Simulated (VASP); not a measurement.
Set up this calculation in VASP 6.6.1, as the native input.

| Property | Result |
| --- | --- |
| Task | single point |
| Functional | PBE |
| Potentials or basis | VASP PAW PBE potentials, release 64 (Ca_sv) |
| Cutoff | 520 eV |
| k mesh | 11 × 11 × 6 |
| Occupations | fermi-dirac, width 0.08 eV |
| Spin | no spin polarisation |
| Dipole correction | no |
| Further INCAR settings | ALGO = Normal; EDIFF = 1e-06; NBANDS = 17 |

The structure of Ca lies in POSCAR:

```
Ca
1.0
    4.0204066432      0.0000000000      0.0000000000
   -2.0102033216      3.4817742866      0.0000000000
    0.0000000000      0.0000000000      6.3896000000
Ca
2
Direct
    0.3333333333      0.6666666667      0.2500000000
    0.6666666667      0.3333333333      0.7500000000
```

This isn't the form of Ca at room conditions, which is fcc.

This cell differs from its parent crystal: z stretched by -2 % at fixed volume.

The input as run:

INCAR

```
SYSTEM = Ca
PREC = Accurate
ENCUT = 520
EDIFF = 1E-6
ISMEAR = -1
SIGMA = 0.08
LREAL = .False.
LASPH = .True.
NELM = 80
ALGO = Normal
ISIF = 2
LWAVE = .False.
LCHARG = .False.
GGA = PE
NBANDS = 17
```

KPOINTS

```
Automatic mesh
0
Gamma
  11 11 6
  0 0 0
```

Potentials or basis: VASP PAW PBE potentials, release 64 (Ca_sv).

Launch:

```sh
$ cat potpaw_PBE.64/Ca_sv/POTCAR > POTCAR
$ mpirun -np 1 vasp_std > vasp.out
```

Results of the run:

```
Pressure               : -0.8 GPa
Band gap on the k mesh : zero (bands 10 and 11 overlap by 0.37 eV)
```

Wall time 48 s on 1 thread of Intel(R) Xeon(R) Platinum 8488C (Sapphire Rapids), with other jobs on the host, peak memory 0.24 GiB.
